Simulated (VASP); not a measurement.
# B3Ir (P6_3/mmc) in VASP: notebook

B3Ir is run at these levels: PBE; tasks: single point, relaxation of cell and atoms.

Program: VASP 6.6.1. These are calculated values, not measurements. Logs are shortened: lines on timing, memory, paths and dates and some standing lists are left out, and cuts for length are marked.

## 1. The cell of the first run

The structure is hexagonal, space group P6_3/mmc (No. 194). The conventional cell has a = 4.294 Å, b = 4.294 Å, c = 4.979 Å, α = 90.00°, β = 90.00°, γ = 120.00°. B (site symmetry mm2) has 2 B at 1.70 Å and 2 Ir at 2.16 Å within 2.3 Å. Within 2.9 Å of Ir (site symmetry -6m2) lie 12 B at 2.16 to 2.68 Å.

## 2. Single point, PBE

INCAR

```
SYSTEM = B3Ir
PREC     = Accurate       ! precision mode
ENCUT    = 520            ! plane-wave cutoff, eV
EDIFF    = 1E-6           ! SCF threshold, eV
ISMEAR   = 0              ! smearing method
SIGMA    = 0.1            ! smearing width, eV
LREAL    = .FALSE.        ! projectors in reciprocal space
LASPH    = .TRUE.         ! aspherical terms in the spheres
NELM     = 100            ! most SCF steps
ALGO     = Normal         ! electronic algorithm
ISIF     = 2              ! what is computed and relaxed
LWAVE    = .FALSE.        ! write WAVECAR
LCHARG   = .FALSE.        ! write CHGCAR
GGA      = PE             ! functional
NBANDS   = 28             ! bands
```

KPOINTS

```
Automatic mesh
0
G
  6 6 6
  0 0 0
```

POSCAR

```
B3Ir
1.0
    4.2935228034      0.0000000000      0.0000000000
   -2.1467614017      3.7182998195      0.0000000000
    0.0000000000      0.0000000000      4.9786788809
B Ir
6 2
Direct
    0.7985952840      0.5971905679      0.2500000000
    0.2014047160      0.7985952840      0.7500000000
    0.4028094321      0.2014047160      0.2500000000
    0.2014047160      0.4028094321      0.7500000000
    0.7985952840      0.2014047160      0.2500000000
    0.5971905679      0.7985952840      0.7500000000
    0.3333333333      0.6666666667      0.2500000000
    0.6666666667      0.3333333333      0.7500000000
```

Potentials or basis: VASP PAW PBE potentials, release 64 (B, Ir).

Command:

```
> cat potpaw_PBE.64/B/POTCAR potpaw_PBE.64/Ir/POTCAR > POTCAR
> mpirun -np 1 vasp_std > vasp.out
```

OUTCAR:

```text
SYSTEM = B3Ir
   PREC = Accurate
   ENCUT = 520
   EDIFF = 1E-6
   ISMEAR = 0
   LREAL = .FALSE.
   LASPH = .TRUE.
   NELM = 100
   ISIF = 2
   GGA = PE

 ion  position               nearest neighbor table
   1  0.799  0.597  0.250-   3 1.70   5 1.70   7 2.16   7 2.16   8 2.68   8 2.68
   2  0.201  0.799  0.750-   6 1.70   4 1.70   8 2.16   8 2.16   7 2.68   7 2.68
   3  0.403  0.201  0.250-   5 1.70   1 1.70   7 2.16   7 2.16   8 2.68   8 2.68
   4  0.201  0.403  0.750-   2 1.70   6 1.70   8 2.16   8 2.16   7 2.68   7 2.68
   5  0.799  0.201  0.250-   3 1.70   1 1.70   7 2.16   7 2.16   8 2.68   8 2.68
   6  0.597  0.799  0.750-   2 1.70   4 1.70   8 2.16   8 2.16   7 2.68   7 2.68
   7  0.333  0.667  0.250-   1 2.16   3 2.16   5 2.16   5 2.16   1 2.16   3 2.16   2 2.68   2 2.68
                             6 2.68   6 2.68   4 2.68   4 2.68
   8  0.667  0.333  0.750-   4 2.16   6 2.16   2 2.16   2 2.16   4 2.16   6 2.16   5 2.68   5 2.68
                             3 2.68   3 2.68   1 2.68   1 2.68

  LATTYP: Found a hexagonal cell.
 ALAT       =     4.2935228034
 C/A-ratio  =     1.1595790005

  Lattice vectors:

 A1 = (   4.2935228034,   0.0000000000,   0.0000000000)
 A2 = (  -2.1467614017,   3.7182998195,   0.0000000000)
 A3 = (   0.0000000000,   0.0000000000,   4.9786788809)

Analysis of symmetry for initial positions (statically):
=====================================================================
 Subroutine PRICEL returns:
 Original cell was already a primitive cell.

 Routine SETGRP: Setting up the symmetry group for a
 hexagonal supercell.

 Subroutine GETGRP returns: Found 24 space group operations
 (whereof 12 operations were pure point group operations)
 out of a pool of 24 trial point group operations.

The static configuration has the point symmetry D_3d.
 The point group associated with its full space group is D_6h.

Analysis of symmetry for dynamics (positions and initial velocities):
=====================================================================
 Subroutine PRICEL returns:
 Original cell was already a primitive cell.

 Routine SETGRP: Setting up the symmetry group for a
 hexagonal supercell.

 Subroutine GETGRP returns: Found 24 space group operations
 (whereof 12 operations were pure point group operations)
 out of a pool of 24 trial point group operations.

The dynamic configuration has the point symmetry D_3d.
 The point group associated with its full space group is D_6h.

 Subroutine INISYM returns: Found 24 space group operations
 (whereof 12 operations are pure point group operations),
 and found     1 'primitive' translations

----------------------------------------------------------------------------------------

                                     Primitive cell

  volume of cell :      79.4826

  direct lattice vectors                    reciprocal lattice vectors
     4.293522803  0.000000000  0.000000000     0.232908976  0.134470060  0.000000000
    -2.146761402  3.718299819  0.000000000     0.000000000  0.268940120  0.000000000
     0.000000000  0.000000000  4.978678881     0.000000000  0.000000000  0.200856497

  length of vectors
     4.293522803  4.293522803  4.978678881     0.268940120  0.268940120  0.200856497

  position of ions in fractional coordinates (direct lattice)
     0.798595284  0.597190568  0.250000000
     0.201404716  0.798595284  0.750000000
     0.402809432  0.201404716  0.250000000
     0.201404716  0.402809432  0.750000000
     0.798595284  0.201404716  0.250000000
     0.597190568  0.798595284  0.750000000
     0.333333333  0.666666667  0.250000000
     0.666666667  0.333333333  0.750000000

  ion indices of the primitive-cell ions
   primitive index   ion index
                 1           1
                 2           2
                 3           3
                 4           4
                 5           5
                 6           6
                 7           7
                 8           8

----------------------------------------------------------------------------------------

 KPOINTS: Automatic mesh

Automatic generation of k-mesh.
 Grid dimensions read from file:
 generate k-points for:    6    6    6

 Generating k-lattice:

  Cartesian coordinates                     Fractional coordinates (reciprocal lattice)
     0.038818163  0.022411677  0.000000000     0.166666667 -0.000000000  0.000000000
     0.000000000  0.044823353  0.000000000     0.000000000  0.166666667  0.000000000
     0.000000000  0.000000000  0.033476083     0.000000000  0.000000000  0.166666667

  Length of vectors
     0.044823353  0.044823353  0.033476083

  Shift w.r.t. Gamma in fractional coordinates (k-lattice)
     0.000000000  0.000000000  0.000000000

 Subroutine IBZKPT returns following result:
 ===========================================

 Found     28 irreducible k-points:

 Following reciprocal coordinates:
            Coordinates               Weight
  0.000000  0.000000  0.000000      1.000000
  0.166667  0.000000  0.000000      6.000000
  0.333333  0.000000  0.000000      6.000000
  0.500000  0.000000  0.000000      3.000000
  0.166667  0.166667  0.000000      6.000000
  0.333333  0.166667  0.000000     12.000000
[... 16 lines left out ...]
  0.166667  0.000000  0.500000      6.000000
  0.333333  0.000000  0.500000      6.000000
 [... further k-points ...]
   k-points           NKPTS =     28   k-points in BZ     NKDIM =     28   number of bands    NBANDS=     28
   number of dos      NEDOS =    301   number of ions     NIONS =      8
   total plane-waves  NPLWV =  40960
   dimension x,y,z NGX =    32 NGY =   32 NGZ =   40
   dimension x,y,z NGXF=    64 NGYF=   64 NGZF=   80
   ions per type =               6   2
   NGX,Y,Z   is equivalent  to a cutoff of  12.39, 12.39, 13.36 a.u.
   NGXF,Y,Z  is equivalent  to a cutoff of  24.78, 24.78, 26.71 a.u.
 SYSTEM =  B3Ir
   PREC   = accura    normal or accurate (medium, high low for compatibility)
   ISTART =      0    job   : 0-new  1-cont  2-samecut
   ICHARG =      2    charge: 1-file 2-atom 10-const
   ISPIN  =      1    spin polarized calculation?
   LNONCOLLINEAR =      F non collinear calculations
   LSORBIT =      F    spin-orbit coupling
   LASPH  =      T    aspherical Exc in radial PAW
   ENCUT  =  520.0 eV  38.22 Ry    6.18 a.u.   7.98  7.98  9.26*2*pi/ulx,y,z
   NELM   =    100;   NELMIN=  2; NELMDL= -5     # of ELM steps
   EDIFF  = 0.1E-05   stopping-criterion for ELM
   LREAL  =      F    real-space projection
   EDIFFG = 0.1E-04   stopping-criterion for IOM
   NSW    =      0    number of steps for IOM
   IBRION =     -1    ionic relax: 0-MD 1-quasi-New 2-CG
   NFREE  =      0    steps in history (QN), initial steepest desc. (CG)
   ISIF   =      2    stress and relaxation
   ISYM   =      2    0-nonsym 1-usesym 2-fastsym
   POTIM  = 0.5000    time-step for ionic-motion
   TEBEG  =    0.0;   TEEND  =   0.0 temperature during run
   PSTRESS=    0.0 pullay stress
   NELECT =      36.0000    total number of electrons
   NUPDOWN=      -1.0000    fix difference up-down
   EMIN   =  10.00;   EMAX   =-10.00  energy-range for DOS
   EFERMI =   0.00;   METHOD = LEGACY
   ISMEAR =     0;   SIGMA  =   0.10  broadening in eV -4-tet -1-fermi 0-gaus
   EFERMI_NEDOS =   21; number of points for ismear=-14 and -15
   IALGO  =     38    algorithm
   IMIX   =      4    mixing-type and parameters
     AMIX     =   0.40;   BMIX     =  1.00
     AMIX_MAG =   1.60;   BMIX_MAG =  1.00
  volume/ion in A,a.u.               =       9.94        67.05
  Fermi-wavevector in a.u.,A,eV,Ry     =   1.257240  2.375839 21.506086  1.580653
  Thomas-Fermi vector in A             =   2.390909
   LORBIT       =      0    0 simple, 1 ext, 2 COOP (PROOUT), +10 PAW based schemes
   GGA     = PE    functional components
   LHFCALC =     F    Hartree Fock is set to
   AEXX    =    0.0000 exact exchange contribution
   IVDW    =     0    specifies the selected vdW correction
   LEPSILON=     F    determine dielectric tensor
   LRPA    =     F    only Hartree local field effects (RPA)
 non-spin polarized calculation
 Gauss-broadening in eV      SIGMA  =   0.10
  energy-cutoff  :      520.00
  volume of cell :       79.48
 maximum number of plane-waves:      2160
 NGX is ok and might be reduce to    32
   NGX = 15   NGY = 15   NGZ = 19

 number of electron      35.9999999 magnetization

 Free energy of the ion-electron system (eV)
  ---------------------------------------------------
  ext. energy  EPLUGINS =         0.00000000
  ---------------------------------------------------
  free energy    TOTEN  =       -53.77695579 eV

  energy without entropy =      -53.76837551  energy(sigma->0) =      -53.77266565

 E-fermi :   6.6660     XC(G=0): -12.0855

 val. band max:        6.5785449823   @ k =   0.1667   0.1667   0.0000
 cond. band min:       6.6991517448   @ k =   0.3333   0.1667   0.0000
 fundamental gap:      0.1206067624
 Fermi energy:         6.6660462302

 k-point     1 :       0.0000    0.0000    0.0000
  band No.  band energies     occupation
      1      -7.0598      2.00000
      2      -4.8871      2.00000
      3       0.1851      2.00000
      4       0.1851      2.00000
      5       0.4489      2.00000
      6       0.4489      2.00000
[... 20 lines left out ...]
     27      13.1793      0.00000
     28      13.2546      0.00000

 k-point     2 :       0.1667    0.0000    0.0000
  band No.  band energies     occupation
      1      -6.8260      2.00000
      2      -4.8071      2.00000
      3      -0.7706      2.00000
      4      -0.4061      2.00000
      5       0.2108      2.00000
      6       0.5743      2.00000
[... 20 lines left out ...]
     27      12.9231      0.00000
     28      13.2981      0.00000

 k-point     3 :       0.3333    0.0000    0.0000
  band No.  band energies     occupation
      1      -6.2130      2.00000
      2      -4.7447      2.00000
      3      -1.7944      2.00000
      4      -0.8255      2.00000
      5       0.3086      2.00000
      6       0.7161      2.00000
[... 20 lines left out ...]
     27      12.6127      0.00000
     28      13.2932      0.00000

 k-point     4 :       0.5000    0.0000    0.0000
  band No.  band energies     occupation
      1      -5.7102      2.00000
      2      -4.8900      2.00000
      3      -2.2177      2.00000
      4      -0.6579      2.00000
      5       0.3702      2.00000
      6       0.4497      2.00000
[... 20 lines left out ...]
     27      12.7270      0.00000
     28      13.1371      0.00000

 k-point     5 :       0.1667    0.1667    0.0000
  band No.  band energies     occupation
      1      -6.3971      2.00000
      2      -4.7380      2.00000
      3      -1.3746      2.00000
      4      -1.0287      2.00000
      5       0.3079      2.00000
      6       0.6696      2.00000
[... 20 lines left out ...]
     27      12.8018      0.00000
     28      13.1755      0.00000

 k-point     6 :       0.3333    0.1667    0.0000
  band No.  band energies     occupation
      1      -5.7440      2.00000
      2      -4.8681      2.00000
      3      -1.8890      2.00000
      4      -0.9929      2.00000
      5      -0.0196      2.00000
      6       0.6276      2.00000
[... 463 lines left out ...]
      5      -1.0395      2.00000
      6       0.0303      2.00000
[... 20 lines left out ...]
     27      12.0954      0.00000
     28      12.1652      0.00000

 k-point    22 :       0.0000    0.0000    0.5000
  band No.  band energies     occupation
      1      -5.9555      2.00000
      2      -5.9555      2.00000
      3       0.1716      2.00000
      4       0.1716      2.00000
      5       0.1716      2.00000
      6       0.1716      2.00000
[... 20 lines left out ...]
     27      12.1289      0.00000
     28      12.1292      0.00000

 k-point    23 :       0.1667    0.0000    0.5000
  band No.  band energies     occupation
      1      -5.7511      2.00000
      2      -5.7511      2.00000
      3      -0.8742      2.00000
      4      -0.8742      2.00000
      5       0.2707      2.00000
      6       0.2707      2.00000
[... 20 lines left out ...]
     27      12.0145      0.00000
     28      12.0145      0.00000

 k-point    24 :       0.3333    0.0000    0.5000
  band No.  band energies     occupation
      1      -5.2514      2.00000
      2      -5.2514      2.00000
      3      -1.7889      2.00000
      4      -1.7889      2.00000
      5       0.5068      2.00000
      6       0.5068      2.00000
[... 20 lines left out ...]
     27      11.8981      0.00000
     28      11.8981      0.00000

 [... further k-points ...]
[... 5 lines left out ...]
  --------------------------------------------------------------------------------------
  -------------------------------------------------------------------------------------
  Total        0.3896195      0.3896195      0.1009834      0.0000000      0.0000000      0.0000000
  in kB        7.8537833      7.8537833      2.0355811      0.0000000      0.0000000      0.0000000
  external PRESSURE =       5.9143826 kB  Pullay stress =       0.0000000 kB

 VOLUME and BASIS-vectors are now :
 -----------------------------------------------------------------------------
  energy-cutoff  :      520.00
  volume of cell :       79.48
      direct lattice vectors                 reciprocal lattice vectors
     4.293522803  0.000000000  0.000000000     0.232908976  0.134470060  0.000000000
    -2.146761402  3.718299819  0.000000000     0.000000000  0.268940120  0.000000000
     0.000000000  0.000000000  4.978678881     0.000000000  0.000000000  0.200856497

 POSITION                                       TOTAL-FORCE (eV/Angst)
 -----------------------------------------------------------------------------------
      2.14676      2.22053      1.24467         0.000000      0.013441      0.000000
     -0.84966      2.96942      3.73401        -0.011640      0.006721     -0.000000
      1.29710      0.74888      1.24467        -0.011640     -0.006721      0.000000
     -0.00000      1.49777      3.73401         0.000000     -0.013441     -0.000000
      2.99642      0.74888      1.24467         0.011640     -0.006721      0.000000
      0.84966      2.96942      3.73401         0.011640      0.006721     -0.000000
     -0.00000      2.47887      1.24467         0.000000      0.000000     -0.000000
      2.14676      1.23943      3.73401         0.000000     -0.000000     -0.000000
 -----------------------------------------------------------------------------------
    total drift:                               -0.000000      0.000000      0.000000

  FREE ENERGIE OF THE ION-ELECTRON SYSTEM (eV)
  ---------------------------------------------------
  free  energy   TOTEN  =       -53.7769557912 eV

  energy  without entropy=      -53.7683755057  energy(sigma->0) =      -53.77266565
```

Run time: 44 s. Hardware: 1 thread of Intel Xeon Platinum 8488C (Sapphire Rapids), shared host; peak memory 0.22 GiB.

What came out:

* Free energy: -53.7770 eV
* Pressure: 0.6 GPa
* Largest force: 0.013 eV/Å
* Band gap on the k mesh: zero (band 18 reaches 7.02 eV, above the bottom of band 19 at 6.48 eV)

Forces on the atoms (eV/Å):
```
B    0.000  0.013  0.000
B   -0.012  0.007  0.000
B   -0.012 -0.007  0.000
B    0.000 -0.013  0.000
B    0.012 -0.007  0.000
B    0.012  0.007  0.000
Ir   0.000  0.000  0.000
Ir   0.000  0.000  0.000
```

Caveat: spin-orbit coupling is left out, which moves the levels of the heavy elements.

(Part 1 of 3 ends here.)
